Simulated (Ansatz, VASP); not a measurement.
## One calculation of Hf, two programs

```
Hf
1.0
     3.16077    0.00000    0.00000
    -1.58039    2.73731    0.00000
     0.00000    0.00000    4.99369
Hf
2
Direct
  0.33333 0.66667 0.25000
  0.66667 0.33333 0.75000
```

Alike in both runs: functional PBEsol; k mesh 16 × 16 × 10; occupations gaussian, width 0.05 eV; no spin polarisation.

Ansatz relaxed the structure, and its values are those at the end. VASP's run is a single point on that final structure, the one shown.

|  | VASP | Ansatz |
| --- | --- | --- |
| version | VASP 6.6.1 | Ansatz 0.2.0 |
| potentials or method | VASP PAW PBE potentials, release 64 (Hf_pv), cutoff 520 eV | scalar-relativistic, plane waves, PAW |
| valence electrons in the cell | 20 | 52 |

VASP gave:

```
gap on the k mesh at the Fermi level (eV) : none
pressure (GPa)                            : -0.3
```

Problem. Estimate Ansatz's values.

Solution. gap on the k mesh at the Fermi level (eV): none; pressure (GPa): 0.0.

VASP's potentials were made for PBE, not for PBEsol. A gap of «none» marks a metal or a gap that the smearing closes. With one functional, cell and mesh, what is left measures potentials, basis and numerics. VASP's potentials hold 20 valence electrons a cell and Ansatz's 52, so a difference there can come from the potentials and not from the codes.

Neither program's run includes spin-orbit coupling.
